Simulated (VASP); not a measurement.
# Li4BeP2 (P6/mmm) in VASP: further runs, part 2 of 2

VASP 6.6.1. The steps go on from the part before.

### Step 3. Relaxation of cell and atoms, PBE

This run uses another cell than the first one, of 13.93 Å³/atom, 0.993 times its volume.

INCAR reads:

```
SYSTEM = Li4BeP2
ALGO     = Normal         ! electronic algorithm
EDIFF    = 1E-6           ! SCF threshold, eV
EDIFFG   = -0.01          ! ionic threshold
ENCUT    = 600            ! plane-wave cutoff, eV
GGA      = PE             ! functional
IBRION   = 2              ! ionic algorithm
ISIF     = 3              ! what is computed and relaxed
ISMEAR   = 0              ! smearing method
LASPH    = .True.         ! aspherical terms in the spheres
LCHARG   = .False.        ! write CHGCAR
LREAL    = .False.        ! projectors in reciprocal space
LWAVE    = .False.        ! write WAVECAR
NELM     = 100            ! most SCF steps
NSW      = 100            ! ionic steps
PREC     = Accurate       ! precision mode
SIGMA    = 0.1            ! smearing width, eV
```

KPOINTS reads:

```
k-points
0
Gamma
  12 12 10
  0 0 0
```

POSCAR reads:

```
Li4BeP2
1.0
    5.1011095080      0.0000000000      0.0000000000
   -2.5505547540      4.4176904214      0.0000000000
    0.0000000000      0.0000000000      4.3260725629
Li Be P
4 1 2
Direct
    0.5000000000      0.0000000000      0.5000000000
    0.0000000000      0.5000000000      0.5000000000
    0.5000000000      0.5000000000      0.5000000000
    0.0000000000      0.0000000000      0.0000000000
    0.0000000000      0.0000000000      0.5000000000
    0.3333333333      0.6666666667      0.0000000000
    0.6666666667      0.3333333333      0.0000000000
```

Potentials or basis: VASP PAW PBE potentials, release 64 (Li_sv, Be, P).

Started as:

```sh
cat potpaw_PBE.64/Li_sv/POTCAR potpaw_PBE.64/Be/POTCAR potpaw_PBE.64/P/POTCAR > POTCAR
mpirun -np 1 vasp_std > vasp.out
```

OUTCAR:

```text
SYSTEM = Li4BeP2
   EDIFF = 1E-6
   EDIFFG = -0.01
   ENCUT = 600
   GGA = PE
   IBRION = 2
   ISIF = 3
   ISMEAR = 0
   LASPH = .True.
   LREAL = .False.
   NELM = 100
   NSW = 100
   PREC = Accurate

 ion  position               nearest neighbor table
   1  0.500  0.000  0.500-   2 2.55   3 2.55   3 2.55   2 2.55   6 2.62   7 2.62   6 2.62   7 2.62

   2  0.000  0.500  0.500-   1 2.55   1 2.55   3 2.55   3 2.55   6 2.62   7 2.62   6 2.62   7 2.62

   3  0.500  0.500  0.500-   1 2.55   1 2.55   2 2.55   2 2.55   6 2.62   7 2.62   6 2.62   7 2.62

   4  0.000  0.000  0.000-   5 2.16   5 2.16
   5  0.000  0.000  0.500-   4 2.16   4 2.16
   6  0.333  0.667  0.000-   1 2.62   1 2.62   2 2.62   2 2.62   3 2.62   3 2.62   7 2.95   7 2.95
                             7 2.95
   7  0.667  0.333  0.000-   1 2.62   1 2.62   2 2.62   2 2.62   3 2.62   3 2.62   6 2.95   6 2.95
                             6 2.95

  LATTYP: Found a hexagonal cell.
 ALAT       =     5.1011095080
 C/A-ratio  =     0.8480650251

  Lattice vectors:

 A1 = (   5.1011095080,   0.0000000000,   0.0000000000)
 A2 = (  -2.5505547540,   4.4176904214,   0.0000000000)
 A3 = (   0.0000000000,   0.0000000000,   4.3260725629)

Analysis of symmetry for initial positions (statically):
=====================================================================
 Subroutine PRICEL returns:
 Original cell was already a primitive cell.

 Routine SETGRP: Setting up the symmetry group for a
 hexagonal supercell.

 Subroutine GETGRP returns: Found 24 space group operations
 (whereof 24 operations were pure point group operations)
 out of a pool of 24 trial point group operations.

The static configuration has the point symmetry D_6h.

Analysis of symmetry for dynamics (positions and initial velocities):
=====================================================================
 Subroutine PRICEL returns:
 Original cell was already a primitive cell.

 Routine SETGRP: Setting up the symmetry group for a
 hexagonal supercell.

 Subroutine GETGRP returns: Found 24 space group operations
[... 138 lines left out ...]
   GGA     = PE    functional components
   LHFCALC =     F    Hartree Fock is set to
   AEXX    =    0.0000 exact exchange contribution
   IVDW    =     0    specifies the selected vdW correction
   LEPSILON=     F    determine dielectric tensor
   LRPA    =     F    only Hartree local field effects (RPA)
 conjugate gradient relaxation of ions
 non-spin polarized calculation
 Gauss-broadening in eV      SIGMA  =   0.10
  energy-cutoff  :      600.00
  volume of cell :       97.49
 maximum number of plane-waves:      3288
 NGX is ok and might be reduce to    42
   NGX = 21   NGY = 21   NGZ = 17

--------------------------------------- Ionic step        1  -------------------------------------------

 number of electron      23.9999987 magnetization

 Free energy of the ion-electron system (eV)
  ---------------------------------------------------
  ext. energy  EPLUGINS =         0.00000000
  ---------------------------------------------------
  free energy    TOTEN  =       -21.36639103 eV

  energy without entropy =      -21.34971888  energy(sigma->0) =      -21.35805496

------------------------ aborting loop because EDIFF is reached ----------------------------------------

  FORCE on cell =-STRESS in cart. coord.  units (eV):
  Direction    XX          YY          ZZ          XY          YZ          ZX
  --------------------------------------------------------------------------------------
  -------------------------------------------------------------------------------------
  Total        0.1816611      0.1816611     -0.1890274     -0.0000000      0.0000000      0.0000000
  in kB        2.9855119      2.9855119     -3.1065733     -0.0000000      0.0000000      0.0000000
  external PRESSURE =       0.9548168 kB  Pullay stress =       0.0000000 kB
[... 69 lines left out ...]
--------------------------------------- Ionic step        3  -------------------------------------------

 number of electron      23.9999992 magnetization

 Free energy of the ion-electron system (eV)
  ---------------------------------------------------
  ext. energy  EPLUGINS =         0.00000000
  ---------------------------------------------------
  free energy    TOTEN  =       -21.36711035 eV

  energy without entropy =      -21.35020834  energy(sigma->0) =      -21.35865935

 E-fermi :   3.9842     XC(G=0):  -9.2193

 val. band max:        3.9835177811   @ k =   0.1667   0.0000   0.5000
 cond. band min:       3.9845584560   @ k =   0.2500  -0.0000   0.1000
 fundamental gap:      0.0010406749
 Fermi energy:         3.9842082962

 k-point     1 :       0.0000    0.0000    0.0000
  band No.  band energies     occupation
      1     -42.1323      2.00000
      2     -41.7892      2.00000
      3     -41.7265      2.00000
      4     -41.7265      2.00000
      5      -7.2562      2.00000
      6      -4.0518      2.00000
[... 433 lines left out ...]
      3     -41.7397      2.00000
      4     -41.7264      2.00000
      5      -6.7561      2.00000
      6      -5.0253      2.00000
[... 8 lines left out ...]
     15       5.7248      0.00000
     16       6.1917      0.00000

 [... further k-points ...]
[... 5 lines left out ...]
  --------------------------------------------------------------------------------------
  -------------------------------------------------------------------------------------
  Total        0.0317712      0.0317712      0.0569187     -0.0000000      0.0000000      0.0000000
  in kB        0.5208774      0.5208774      0.9331628     -0.0000000      0.0000000      0.0000000
  external PRESSURE =       0.6583059 kB  Pullay stress =       0.0000000 kB
[... 22 lines left out ...]
  FREE ENERGIE OF THE ION-ELECTRON SYSTEM (eV)
  ---------------------------------------------------
  free  energy   TOTEN  =       -21.3671103549 eV

  energy  without entropy=      -21.3502083389  energy(sigma->0) =      -21.35865935

 reached required accuracy - stopping structural energy minimisation
```

OSZICAR:

```text
N       E                     dE             d eps       ncg     rms          rms(c)
DAV:   1     0.108551385295E+03    0.10855E+03   -0.11027E+04  3648   0.162E+03
DAV:   2    -0.570895081987E+01   -0.11426E+03   -0.11292E+03  4720   0.321E+02
DAV:   3    -0.206467021947E+02   -0.14938E+02   -0.14818E+02  6880   0.693E+01
DAV:   4    -0.215074095300E+02   -0.86071E+00   -0.85930E+00  4592   0.247E+01
[... 17 lines left out ...]
DAV:   1    -0.213672404425E+02   -0.31954E-03   -0.22965E-02  3800   0.143E+00    0.112E-01
DAV:   2    -0.213671567894E+02    0.83653E-04   -0.10113E-03  5728   0.214E-01    0.712E-02
DAV:   3    -0.213671184567E+02    0.38333E-04   -0.10552E-04  4544   0.603E-02    0.373E-02
DAV:   4    -0.213671103973E+02    0.80594E-05   -0.44006E-05  4824   0.335E-02    0.725E-03
DAV:   5    -0.213671103549E+02    0.42432E-07   -0.67148E-06  4848   0.179E-02
   3 F= -.21367110E+02 E0= -.21358659E+02  d E =-.719326E-03
```

Wall time 2.6 min (1 thread of Intel Xeon 6975P-C (Granite Rapids), shared host); peak memory 0.38 GiB.

What came out:

| Property | Result |
| --- | --- |
| Free energy | -21.3671 eV |
| Relaxed volume | 13.96 Å³/atom |
| Relaxed cell | a = 5.114 Å, b = 5.114 Å, c = 4.315 Å, α = 90.00°, β = 90.00°, γ = 120.00° |
| Space group after relaxing (to 0.05 Å) | P6/mmm (No. 191) |
| Energy gained by relaxing | 0.1 meV/atom |
| Ionic steps | 3 |
| Pressure after relaxing | 0.1 GPa |
| Band gap on the k mesh | zero (band 12 reaches 4.64 eV, above the bottom of band 13 at 3.00 eV) |

Step by step:
```tsv
step	energy change (eV)	largest force (eV/Å)	pressure (GPa)	volume (Å³)
1	0.0000	0.0000	0.10	97.49
2	-0.0005	0.0000	0.08	97.61
3	-0.0007	0.0000	0.07	97.73
```

Final structure:
```xyz
7
Lattice="5.1141 0.0000 0.0000 -2.5570 4.4289 0.0000 0.0000 0.0000 4.3146" Properties=species:S:1:pos:R:3 pbc="T T T"
Li    0.0000    4.4289    2.1573
Li   -1.2785    2.2145    2.1573
Li    1.2785    2.2145    2.1573
Li   -2.5570    4.4289    0.0000
Be   -2.5570    4.4289    2.1573
P     0.0000    2.9526    0.0000
P     2.5570    1.4763    0.0000
```

Levels at points of the mesh, in eV from the Fermi level:
| k point | band 9 | band 10 | band 11 | band 12 | band 13 | band 14 | band 15 | band 16 |
| --- | --- | --- | --- | --- | --- | --- | --- | --- |
| (0.00, 0.00, 0.00) | -3.02 | -2.55 | -2.11 | -2.11 | 0.20 | 1.86 | 2.94 | 2.94 |
| (0.50, 0.00, 0.00) | -2.24 | -1.48 | -0.36 | 0.18 | 0.92 | 0.97 | 1.24 | 1.44 |
| (0.00, 0.00, 0.50) | -3.07 | -2.25 | -0.55 | -0.55 | -0.41 | -0.12 | -0.12 | 1.08 |
| (0.50, 0.00, 0.50) | -3.80 | -2.84 | -2.25 | -0.14 | 0.84 | 1.91 | 2.29 | 2.82 |

Caveat: the cutoff is under 1.25 times the usual one of these potentials, so pressure, stress and relaxed cells hold a basis-set (Pulay) error.
